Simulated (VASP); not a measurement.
Input of a VASP 6.6.1 run:

Contents of INCAR:

```
SYSTEM = WC
  PREC = Accurate
  ENCUT = 520
  EDIFF = 1E-8
  ISMEAR = -1
  SIGMA = 0.05
  LREAL = .FALSE.
  LASPH = .TRUE.
  NELM = 100
  ALGO = Normal
  ISIF = 2
  LWAVE = .FALSE.
  LCHARG = .FALSE.
  GGA = PS
  LEFG = .TRUE.
  NBANDS = 16
```

Contents of KPOINTS:

```
regular mesh
0
G
  13 13 12
  0 0 0
```

The input POSCAR:

```
WC
1.0
    2.9005014360      0.0290050144      0.0290050144
   -1.4251316387      2.4974054201      0.0106165721
    0.0282900000      0.0282900000      2.8290000000
W C
1 1
Direct
    0.0000000000      0.0000000000      0.0000000000
    0.6666666667      0.3333333333      0.5000000000
```

Potentials or basis: VASP PAW PBE potentials, release 64 (W_sv, C).

Command:

```bash
$ cat potpaw_PBE.64/W_sv/POTCAR potpaw_PBE.64/C/POTCAR > POTCAR
$ mpirun -np 1 vasp_std > vasp.out
```

Question: Predict the band gap on the k mesh.

Answer: Zero (band 9 reaches 11.69 eV, above the bottom of band 10 at 10.50 eV).

Question: Estimate the pressure.

Answer: 1.0 GPa.

Question: Estimate the largest force.

Answer: 0.095 eV/Å.

Forces in eV/Å, atoms in the order of the input:
```
W    0.091  0.001 -0.025
C   -0.091 -0.001  0.025
```

Caveat: the cell differs from its parent crystal (equal xy, yz and zx shear strains of +2 %); without QUAD_EFG the Cq values of the log hold for a quadrupole moment of 1 mb, not for the nuclei; the PAW data sets were made with another functional, which shifts forces and pressure a little; spin-orbit coupling is left out, which moves the levels of the heavy elements.
